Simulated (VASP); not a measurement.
# Ba (Fd-3m) in VASP: a series of runs, part 2 of 2

VASP 6.6.1. Earlier steps stand in the parts before.

## (3) Single point, PBE (volume scaled by 0.9)

Contents of INCAR:

```
SYSTEM = Ba
PREC = Accurate ; ENCUT = 520
EDIFF = 1E-6 ; ISMEAR = -1
SIGMA = 0.05 ; LREAL = .False.
LASPH = .True. ; NELM = 60
ALGO = Normal ; ISIF = 2
LWAVE = .False. ; LCHARG = .False.
GGA = PE ; NBANDS = 17
```

Contents of KPOINTS:

```
Automatic mesh
0
Gamma
  9 9 9
  0 0 0
```

Contents of POSCAR:

```
Ba
1.0
    0.0000000000      3.7065965252      3.7065965252
    3.7065965252      0.0000000000      3.7065965252
    3.7065965252      3.7065965252      0.0000000000
Ba
2
Direct
   -0.1250000000     -0.1250000000     -0.1250000000
    0.1250000000      0.1250000000      0.1250000000
```

Potentials or basis: VASP PAW PBE potentials, release 64 (Ba_sv).

Launch:

```sh
cat potpaw_PBE.64/Ba_sv/POTCAR > POTCAR
mpirun -np 1 vasp_std > vasp.out
```

It took 57 s on 1 thread of AMD EPYC 7R43 (Zen 3), shared host; peak memory 0.21 GiB.

Results (log left out):

```
Free energy            : -1.7687 eV
Pressure               : 2.0 GPa
Band gap on the k mesh : zero (band 10 reaches 2.26 eV, above the bottom of band 11 at 2.00 eV)
```

Levels at points of the mesh, in eV from the Fermi level:
| k point | band 7 | band 8 | band 9 | band 10 | band 11 | band 12 | band 13 | band 14 |
| --- | --- | --- | --- | --- | --- | --- | --- | --- |
| (0.00, 0.00, 0.00) | -13.53 | -13.53 | -2.04 | 0.14 | 0.14 | 1.49 | 1.49 | 1.49 |

Caveat: the cell differs from its parent crystal (volume scaled by 0.9); spin-orbit coupling is left out, which moves the levels of the heavy elements.

## (4) Single point, PBE

This run uses another cell than the first one, of 56.58 Å³/atom, 1.250 times its volume.

Contents of INCAR:

```
ALGO = Normal ; EDIFF = 1E-7
ENCUT = 520 ; GGA = PE
ISIF = 2 ; ISMEAR = -1
LASPH = True ; LCHARG = True
LELF = True ; LREAL = False
LVHAR = True ; LWAVE = False
NBANDS = 17 ; NELM = 60
PREC = Accurate ; SIGMA = 0.05
```

Contents of KPOINTS:

```
k-points
0
Gamma
  9 9 9
```

Contents of POSCAR:

```
Ba
1.0
    0.0000000000      3.8390857366      3.8390857366
    3.8390857366      0.0000000000      3.8390857366
    3.8390857366      3.8390857366      0.0000000000
Ba
2
Direct
   -0.1250000000     -0.1250000000     -0.1250000000
    0.1250000000      0.1250000000      0.1250000000
```

Potentials or basis: VASP PAW PBE potentials, release 64 (Ba_sv).

Launch:

```sh
cat potpaw_PBE.64/Ba_sv/POTCAR > POTCAR
mpirun -np 1 vasp_std > vasp.out
```

OUTCAR:

```text
EDIFF = 1E-7
   ENCUT = 520
   GGA = PE
   ISIF = 2
   ISMEAR = -1
   LASPH = True
   LREAL = False
   NELM = 60
   PREC = Accurate

 ion  position               nearest neighbor table
   1  0.875  0.875  0.875-   2 3.32   2 3.32   2 3.32   2 3.32
   2  0.125  0.125  0.125-   1 3.32   1 3.32   1 3.32   1 3.32

  LATTYP: Found a face centered cubic cell.
 ALAT       =     7.6781714732

  Lattice vectors:

 A1 = (   0.0000000000,   3.8390857366,   3.8390857366)
[... 190 lines left out ...]
      4     -13.2490      2.00000
      5     -13.2490      2.00000
      6     -12.0749      2.00000
[... 457 lines left out ...]
      4     -13.5390      2.00000
      5     -12.7690      2.00000
      6     -12.5722      2.00000
[... 9 lines left out ...]
     16       4.4503      0.00000
     17       5.7678      0.00000

 [... further k-points ...]
[... 5 lines left out ...]
  --------------------------------------------------------------------------------------
  -------------------------------------------------------------------------------------
  Total        0.2929385      0.2929385      0.2929385      0.0000000      0.0000000      0.0000000
  in kB        4.1473781      4.1473781      4.1473781      0.0000000      0.0000000      0.0000000
  external PRESSURE =       4.1473781 kB  Pullay stress =       0.0000000 kB

 VOLUME and BASIS-vectors are now :
 -----------------------------------------------------------------------------
  energy-cutoff  :      520.00
  volume of cell :      113.17
      direct lattice vectors                 reciprocal lattice vectors
     0.000000000  3.839085737  3.839085737    -0.130239342  0.130239342  0.130239342
     3.839085737  0.000000000  3.839085737     0.130239342 -0.130239342  0.130239342
     3.839085737  3.839085737  0.000000000     0.130239342  0.130239342 -0.130239342

 POSITION                                       TOTAL-FORCE (eV/Angst)
 -----------------------------------------------------------------------------------
      6.71840      6.71840      6.71840         0.000000     -0.000000      0.000000
      0.95977      0.95977      0.95977        -0.000000      0.000000     -0.000000
 -----------------------------------------------------------------------------------
    total drift:                                0.000000      0.000000     -0.000000

  FREE ENERGIE OF THE ION-ELECTRON SYSTEM (eV)
  ---------------------------------------------------
  free  energy   TOTEN  =        -1.8463804556 eV

  energy  without entropy=       -1.8303348698  energy(sigma->0) =       -1.83835766
```

stdout:

```text
POSCAR found type information on POSCAR Ba
 POSCAR found :  1 types and       2 ions
 scaLAPACK will be used
 LDA part: xc-table for (Slater+PW92), standard interpolation
 POSCAR, INCAR and KPOINTS ok, starting setup
 FFT: planning ... GRIDC
 FFT: planning ... GRID_SOFT
 FFT: planning ... GRID
 WAVECAR not read
 entering main loop
```

Run time: 74 s. Hardware: 1 thread of AMD EPYC 7R43 (Zen 3), shared host; peak memory 0.23 GiB.

Results:

```
Free energy            : -1.8464 eV
Pressure               : 0.4 GPa
Band gap on the k mesh : zero (band 10 reaches 1.87 eV, above the bottom of band 11 at 1.69 eV)
```

Caveat: spin-orbit coupling is left out, which moves the levels of the heavy elements.

## (5) The runs side by side

| cell | gap on the mesh (eV) | pressure (GPa) |
| --- | --- | --- |
| a = 5.040 Å, angles 60.0°, 2 atoms | none | 5.3 |
| a = 5.242 Å, angles 60.0°, 2 atoms | none | 2.0 |
| a = 5.429 Å, angles 60.0°, 2 atoms | none | 0.4 |

Alike in all rows: task single point; level PBE; potentials or basis VASP PAW PBE potentials, release 64 (Ba_sv); no spin polarisation; k mesh 9 × 9 × 9; cutoff (eV) 520; smearing fermi-dirac 0.05 eV.

Caveats: spin-orbit coupling is left out, which moves the levels of the heavy elements.

Total energies depend on the potentials used, so only differences within one code and one set of settings carry meaning.
